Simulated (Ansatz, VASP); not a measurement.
# GeN in VASP and in Ansatz

```
Ge N
1.0
     1.54964   -3.82901    2.56597
     1.54946   -3.82911   -2.56613
     6.19832    0.00001   -0.00012
Ge N
4 4
Direct
  0.94169 0.72909 0.33230
  0.94172 0.72911 0.83230
  0.27088 0.05829 0.16770
  0.27090 0.05832 0.66770
  0.51375 0.98888 0.37434
  0.51378 0.98897 0.87432
  0.01107 0.48622 0.12567
  0.01108 0.48625 0.62567
```

Change from the starting cell: cell x2, atoms moved at random (sigma 0.15 Å) and cell strained at random (1.5 %), then relaxed without symmetry.

Alike in both runs: functional PBE; k mesh 4 × 4 × 2; occupations gaussian, width 0.1 eV; no spin polarisation.

Ansatz relaxed the structure, and its values are those at the end. VASP's run is a single point on that final structure, the one shown.

```csv
,VASP,Ansatz
version,VASP 6.6.1,Ansatz 0.2.0
potentials or method,"VASP PAW PBE potentials, release 64 (Ge_d, N), cutoff 520 eV","scalar-relativistic, plane waves, PAW"
valence electrons in the cell,76,76
```

```tsv
	VASP	Ansatz	Ansatz less VASP
gap on the k mesh at the Fermi level (eV)	0.68	0.67	-0.009
least direct gap on the mesh (eV)	0.68	0.67	-0.009
pressure (GPa)	-0.4	0.0	+0.39
rms of the force components (eV/Å)	0.012	0.002	-0.0101
```

The k mesh is coarse, so the values compare programs but aren't converged.
